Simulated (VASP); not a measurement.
## Ge: single point with RPBE

Crystal: Ge.

```xyz
1
Lattice="-1.7277 1.7277 1.7277 1.7277 -1.7277 1.7277 1.7277 1.7277 -1.7277" Properties=species:S:1:pos:R:3 pbc="T T T"
Ge    0.0000    0.0000    0.0000
```

This isn't the form of Ge at room conditions, which is diamond.

```yaml
Program: VASP 6.6.1
Task: single point
Functional: RPBE
Potentials_or_basis: VASP PAW PBE potentials, release 64 (Ge_d)
Cutoff: 520 eV
k_mesh: 15 × 15 × 15
Occupations: fermi-dirac, width 0.1 eV
Spin: no spin polarisation
Dipole_correction: no
Further_INCAR_settings: ALGO = Normal; EDIFF = 1e-07; NBANDS = 13
```

```json
{
  "Pressure": "-2.4 GPa",
  "Band gap on the k mesh": "zero (bands 7 and 8 overlap by 11.03 eV)"
}
```

Levels at points of the mesh, in eV from the Fermi level:
| k point | band 3 | band 4 | band 5 | band 6 | band 7 | band 8 | band 9 | band 10 | band 11 | band 12 |
| --- | --- | --- | --- | --- | --- | --- | --- | --- | --- | --- |
| (0.00, 0.00, 0.00) | -24.81 | -24.74 | -24.74 | -12.44 | 8.33 | 8.33 | 8.33 | 14.23 | 14.23 | 14.23 |

It took 31 s on 1 thread of Intel Xeon 8259CL, on a shared host, peak memory 0.16 GiB.

Caveat: the PAW data sets were made with another functional, which shifts forces and pressure a little.
